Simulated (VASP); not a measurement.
A run of VASP 6.6.1 is set up as follows.

INCAR

```
SYSTEM = BP
PREC = Accurate ; ENCUT = 500
EDIFF = 1E-6 ; ISMEAR = 0
SIGMA = 0.01 ; LREAL = .False.
LASPH = .True. ; NELM = 120
ALGO = Normal ; ISIF = 2
LWAVE = .False. ; LCHARG = .False.
GGA = PE ; NBANDS = 11
GGA_COMPAT = .False.
```

The input KPOINTS:

```
regular mesh
0
Gamma
  10 10 10
  0 0 0
```

POSCAR

```
BP
1.0
    0.0000000000      2.2588887007      2.2588887007
    2.2588887007      0.0000000000      2.2588887007
    2.2588887007      2.2588887007      0.0000000000
B P
1 1
Direct
    0.0000000000      0.0000000000      0.0000000000
    0.2500000000      0.2500000000      0.2500000000
```

Potentials or basis: VASP PAW PBE potentials, release 64 (B, P).

The run is started by

```bash
$ cat potpaw_PBE.64/B/POTCAR potpaw_PBE.64/P/POTCAR > POTCAR
$ mpirun -np 1 vasp_std > vasp.out
```

**Question.** What does it give for the pressure?

**Answer.** 3.2 GPa.

**Question.** Estimate the band gap on the k mesh.

**Answer.** 1.22 eV, indirect (least direct gap 3.42 eV).

 A k mesh can miss the band edges.
